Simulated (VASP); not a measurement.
# Sr (P6_3/mmc) in VASP: density of states with PBE

Aim: the density of states of Sr with PBE.

Program: VASP 6.6.1. These are calculated values, not measurements. Logs are shortened: lines on timing, memory, paths and dates and some standing lists are left out, and cuts for length are marked.

## (1) The cell of the first run

The structure is hexagonal, space group P6_3/mmc (No. 194). Conventional cell: a = 4.268 Å, b = 4.268 Å, c = 7.013 Å, α = 90.00°, β = 90.00°, γ = 120.00°. Sr (site symmetry -6m2) has 12 Sr at 4.27 to 4.29 Å within 5.6 Å.

## (2) Density of states, PBE

POSCAR reads:

```
Sr
1.0
    4.2677561623      0.0000000000      0.0000000000
   -2.1338780812      3.6959852537      0.0000000000
    0.0000000000      0.0000000000      7.0133129201
Sr
2
Direct
    0.3333333333      0.6666666667      0.2500000000
    0.6666666667      0.3333333333      0.7500000000
```

INCAR.step1 reads:

```
SYSTEM = Sr
ALGO = Normal
EDIFF = 1E-6
ENCUT = 520
GGA = PE
ISIF = 2
ISMEAR = 0
LASPH = .True.
LCHARG = .True.
LREAL = .False.
LWAVE = .False.
NBANDS = 17
NELM = 100
PREC = Accurate
SIGMA = 0.1
```

KPOINTS.step1 reads:

```
k-points
0
Gamma
  12 12 6
  0 0 0
```

INCAR.step2 reads:

```
SYSTEM = Sr
ALGO = Normal
EDIFF = 1E-6
ENCUT = 520
GGA = PE
ICHARG = 11
ISIF = 2
ISMEAR = -5
LASPH = .True.
LCHARG = .False.
LORBIT = 11
LREAL = .False.
LWAVE = .False.
NEDOS = 2001
NELM = 100
PREC = Accurate
SIGMA = 0.1
```

KPOINTS.step2 reads:

```
k-points
0
Gamma
  18 18 9
  0 0 0
```

Potentials or basis: VASP PAW PBE potentials, release 64 (Sr_sv).

Started as:

```console
cat potpaw_PBE.64/Sr_sv/POTCAR > POTCAR
cp INCAR.step1 INCAR
cp KPOINTS.step1 KPOINTS
mpirun -np 1 vasp_std > vasp.out
cp INCAR.step2 INCAR
cp KPOINTS.step2 KPOINTS
mpirun -np 1 vasp_std > vasp.out
```

OUTCAR:

```text
SYSTEM = Sr
   EDIFF = 1E-6
   ENCUT = 520
   GGA = PE
   ICHARG = 11
   ISIF = 2
   ISMEAR = -5
   LASPH = .True.
   LORBIT = 11
   LREAL = .False.
   NELM = 100
   PREC = Accurate

 ion  position               nearest neighbor table
   1  0.333  0.667  0.250-   2 4.29   2 4.29   2 4.29   2 4.29   2 4.29   2 4.29
   2  0.667  0.333  0.750-   1 4.29   1 4.29   1 4.29   1 4.29   1 4.29   1 4.29

  LATTYP: Found a hexagonal cell.
 ALAT       =     4.2677561623
 C/A-ratio  =     1.6433255916

  Lattice vectors:

 A1 = (   4.2677561623,   0.0000000000,   0.0000000000)
 A2 = (  -2.1338780812,   3.6959852537,   0.0000000000)
 A3 = (   0.0000000000,   0.0000000000,   7.0133129201)

Analysis of symmetry for initial positions (statically):
=====================================================================
 Subroutine PRICEL returns:
 Original cell was already a primitive cell.

 Routine SETGRP: Setting up the symmetry group for a
 hexagonal supercell.

 Subroutine GETGRP returns: Found 24 space group operations
 (whereof 12 operations were pure point group operations)
 out of a pool of 24 trial point group operations.

The static configuration has the point symmetry D_3d.
 The point group associated with its full space group is D_6h.

Analysis of symmetry for dynamics (positions and initial velocities):
=====================================================================
 Subroutine PRICEL returns:
 Original cell was already a primitive cell.

 Routine SETGRP: Setting up the symmetry group for a
 hexagonal supercell.

 Subroutine GETGRP returns: Found 24 space group operations
 (whereof 12 operations were pure point group operations)
 out of a pool of 24 trial point group operations.

The dynamic configuration has the point symmetry D_3d.
 The point group associated with its full space group is D_6h.

 Subroutine INISYM returns: Found 24 space group operations
 (whereof 12 operations are pure point group operations),
 and found     1 'primitive' translations

----------------------------------------------------------------------------------------

                                     Primitive cell

  volume of cell :     110.6249

  direct lattice vectors                    reciprocal lattice vectors
     4.267756162  0.000000000  0.000000000     0.234315167  0.135281925  0.000000000
    -2.133878081  3.695985254  0.000000000     0.000000000  0.270563850  0.000000000
     0.000000000  0.000000000  7.013312920     0.000000000  0.000000000  0.142585966

  length of vectors
     4.267756162  4.267756162  7.013312920     0.270563850  0.270563850  0.142585966

  position of ions in fractional coordinates (direct lattice)
     0.333333333  0.666666667  0.250000000
     0.666666667  0.333333333  0.750000000

  ion indices of the primitive-cell ions
   primitive index   ion index
                 1           1
                 2           2

----------------------------------------------------------------------------------------

 KPOINTS: k-points

Automatic generation of k-mesh.
 Grid dimensions read from file:
 generate k-points for:   18   18    9

 Generating k-lattice:

  Cartesian coordinates                     Fractional coordinates (reciprocal lattice)
     0.013017509  0.007515663  0.000000000     0.055555556  0.000000000  0.000000000
     0.000000000  0.015031325  0.000000000     0.000000000  0.055555556  0.000000000
     0.000000000  0.000000000  0.015842885     0.000000000  0.000000000  0.111111111

  Length of vectors
     0.015031325  0.015031325  0.015842885

  Shift w.r.t. Gamma in fractional coordinates (k-lattice)
     0.000000000  0.000000000  0.000000000

 TETIRR: Found   2805 inequivalent tetrahedra from    17496

 Subroutine IBZKPT returns following result:
 ===========================================

 Found    185 irreducible k-points:

 Following reciprocal coordinates:
            Coordinates               Weight
  0.000000  0.000000  0.000000      1.000000
  0.055556  0.000000  0.000000      6.000000
  0.111111  0.000000  0.000000      6.000000
  0.166667  0.000000  0.000000      6.000000
  0.222222  0.000000  0.000000      6.000000
  0.277778  0.000000  0.000000      6.000000
[... 16 lines left out ...]
  0.333333  0.111111  0.000000     12.000000
  0.388889  0.111111  0.000000     12.000000
 [... further k-points ...]
   k-points           NKPTS =    185   k-points in BZ     NKDIM =    185   number of bands    NBANDS=     14
   number of dos      NEDOS =   2001   number of ions     NIONS =      2
   total plane-waves  NPLWV =  55296
   dimension x,y,z NGX =    32 NGY =   32 NGZ =   54
   dimension x,y,z NGXF=    64 NGYF=   64 NGZF=  108
   ions per type =               2
   NGX,Y,Z   is equivalent  to a cutoff of  12.47, 12.47, 12.80 a.u.
   NGXF,Y,Z  is equivalent  to a cutoff of  24.93, 24.93, 25.60 a.u.
 SYSTEM =  Sr
   PREC   = accura    normal or accurate (medium, high low for compatibility)
   ISTART =      0    job   : 0-new  1-cont  2-samecut
   ICHARG =     11    charge: 1-file 2-atom 10-const
   ISPIN  =      1    spin polarized calculation?
   LNONCOLLINEAR =      F non collinear calculations
   LSORBIT =      F    spin-orbit coupling
   LASPH  =      T    aspherical Exc in radial PAW
   ENCUT  =  520.0 eV  38.22 Ry    6.18 a.u.   7.94  7.94 13.04*2*pi/ulx,y,z
   NELM   =    100;   NELMIN=  2; NELMDL=  0     # of ELM steps
   EDIFF  = 0.1E-05   stopping-criterion for ELM
   LREAL  =      F    real-space projection
   EDIFFG = 0.1E-04   stopping-criterion for IOM
   NSW    =      0    number of steps for IOM
   IBRION =     -1    ionic relax: 0-MD 1-quasi-New 2-CG
   NFREE  =      0    steps in history (QN), initial steepest desc. (CG)
   ISIF   =      2    stress and relaxation
   ISYM   =      2    0-nonsym 1-usesym 2-fastsym
   POTIM  = 0.5000    time-step for ionic-motion
   TEBEG  =    0.0;   TEEND  =   0.0 temperature during run
   PSTRESS=    0.0 pullay stress
   NELECT =      20.0000    total number of electrons
   NUPDOWN=      -1.0000    fix difference up-down
   EMIN   =  10.00;   EMAX   =-10.00  energy-range for DOS
   EFERMI =   0.00;   METHOD = LEGACY
   ISMEAR =    -5;   SIGMA  =   0.10  broadening in eV -4-tet -1-fermi 0-gaus
   EFERMI_NEDOS =   21; number of points for ismear=-14 and -15
   IALGO  =     38    algorithm
   IMIX   =      4    mixing-type and parameters
     AMIX     =   0.40;   BMIX     =  1.00
     AMIX_MAG =   1.60;   BMIX_MAG =  1.00
  volume/ion in A,a.u.               =      55.31       373.27
  Fermi-wavevector in a.u.,A,eV,Ry     =   0.925693  1.749307 11.658944  0.856908
  Thomas-Fermi vector in A             =   2.051575
   LORBIT       =     11    0 simple, 1 ext, 2 COOP (PROOUT), +10 PAW based schemes
   GGA     = PE    functional components
   LHFCALC =     F    Hartree Fock is set to
   AEXX    =    0.0000 exact exchange contribution
   IVDW    =     0    specifies the selected vdW correction
   LEPSILON=     F    determine dielectric tensor
   LRPA    =     F    only Hartree local field effects (RPA)
 non-spin polarized calculation
 Fermi weights with tetrahedron method with Bloechl corrections
  energy-cutoff  :      520.00
  volume of cell :      110.62
 maximum number of plane-waves:      3009
 NGX is ok and might be reduce to    32

 number of electron      20.0000001 magnetization

 Free energy of the ion-electron system (eV)
  ---------------------------------------------------
  ext. energy  EPLUGINS =         0.00000000
  ---------------------------------------------------
  free energy    TOTEN  =        -3.26990623 eV

  energy without entropy =       -3.26990623  energy(sigma->0) =       -3.26990623

 E-fermi :   1.6067     XC(G=0):  -7.3332

 val. band max:        1.6557008949   @ k =   0.3333   0.3333   0.4444
 cond. band min:       1.5758431634   @ k =   0.2778   0.0556   0.0000
 fundamental gap:     -0.0798577315
 Fermi energy:         1.6067379505

 k-point     1 :       0.0000    0.0000    0.0000
  band No.  band energies     occupation
      1     -35.0620      2.00000
      2     -35.0488      2.00000
      3     -17.1370      2.00000
      4     -16.9773      2.00000
      5     -16.9773      2.00000
      6     -16.9519      2.00000
      7     -16.9519      2.00000
      8     -16.9487      2.00000
      9      -2.0751      2.00000
     10       0.4207      2.00000
     11       1.5972      0.63038
     12       3.8374      0.00000
     13       3.8681      0.00000
     14       3.8682      0.00000

 k-point     2 :       0.0556    0.0000    0.0000
  band No.  band energies     occupation
      1     -35.0616      2.00000
      2     -35.0487      2.00000
      3     -17.1352      2.00000
      4     -16.9818      2.00000
      5     -16.9788      2.00000
      6     -16.9566      2.00000
      7     -16.9526      2.00000
      8     -16.9493      2.00000
      9      -2.0307      2.00000
     10       0.4677      2.00000
     11       1.5929      0.73871
     12       3.6622      0.00000
     13       3.9397      0.00000
     14       4.0422      0.00000

 k-point     3 :       0.1111    0.0000    0.0000
  band No.  band energies     occupation
      1     -35.0605      2.00000
      2     -35.0481      2.00000
      3     -17.1296      2.00000
      4     -16.9948      2.00000
      5     -16.9828      2.00000
      6     -16.9699      2.00000
      7     -16.9548      2.00000
      8     -16.9514      2.00000
      9      -1.8993      2.00000
     10       0.6052      2.00000
     11       1.5822      0.97907
     12       3.3987      0.00000
     13       3.9641      0.00000
     14       4.0309      0.00000
[... 324 lines left out ...]
 k-point    23 :       0.3333    0.1111    0.0000
  band No.  band energies     occupation
      1     -35.0497      2.00000
      2     -35.0441      2.00000
      3     -17.1060      2.00000
      4     -17.0812      2.00000
      5     -17.0641      2.00000
      6     -17.0241      2.00000
      7     -16.9867      2.00000
      8     -16.9845      2.00000
      9      -0.1007      2.00000
     10       1.6436      1.46804
     11       1.6657      0.00000
     12       1.8390      0.00000
     13       3.0624      0.00000
     14       3.2241      0.00000

 k-point    24 :       0.3889    0.1111    0.0000
  band No.  band energies     occupation
      1     -35.0483      2.00000
      2     -35.0440      2.00000
      3     -17.1180      2.00000
      4     -17.0904      2.00000
      5     -17.0534      2.00000
      6     -17.0294      2.00000
      7     -16.9920      2.00000
      8     -16.9897      2.00000
      9       0.3215      2.00000
     10       1.3343      2.01437
     11       1.6794      0.00000
     12       1.8298      0.00000
     13       2.9155      0.00000
     14       3.3925      0.00000

 [... further k-points ...]
[... 5 lines left out ...]
  --------------------------------------------------------------------------------------
  -------------------------------------------------------------------------------------
  Total       -0.0001688     -0.0001688     -0.0376319      0.0000000      0.0000000      0.0000000
  in kB       -0.0024443     -0.0024443     -0.5450214      0.0000000      0.0000000      0.0000000
  external PRESSURE =      -0.1833033 kB  Pullay stress =       0.0000000 kB

 VOLUME and BASIS-vectors are now :
 -----------------------------------------------------------------------------
  energy-cutoff  :      520.00
  volume of cell :      110.62
      direct lattice vectors                 reciprocal lattice vectors
     4.267756162  0.000000000  0.000000000     0.234315167  0.135281925  0.000000000
    -2.133878081  3.695985254  0.000000000     0.000000000  0.270563850  0.000000000
     0.000000000  0.000000000  7.013312920     0.000000000  0.000000000  0.142585966

 POSITION                                       TOTAL-FORCE (eV/Angst)
 -----------------------------------------------------------------------------------
     -0.00000      2.46399      1.75333        -0.000000      0.000000     -0.000000
      2.13388      1.23200      5.25998         0.000000     -0.000000      0.000000
 -----------------------------------------------------------------------------------
    total drift:                               -0.000000      0.000000     -0.000000

  FREE ENERGIE OF THE ION-ELECTRON SYSTEM (eV)
  ---------------------------------------------------
  free  energy   TOTEN  =        -3.2699062279 eV

  energy  without entropy=       -3.2699062279  energy(sigma->0) =       -3.26990623

 total charge

# of ion       s       p       d       tot
------------------------------------------
    1        2.065   5.714   0.129   7.907
    2        2.065   5.714   0.129   7.907
--------------------------------------------------
tot          4.130  11.427   0.257  15.815
```

It took 3.2 min on 1 thread of Intel Xeon Platinum 8259CL at 2.50GHz (Skylake/Cascade Lake), shared host; peak memory 0.4 GiB.

What came out:

| Quantity | Value |
| --- | --- |
| Valence electrons inside the program's atomic spheres | Sr 7.91 |

Caveat: tetrahedron occupations give inexact forces and stress in metals.
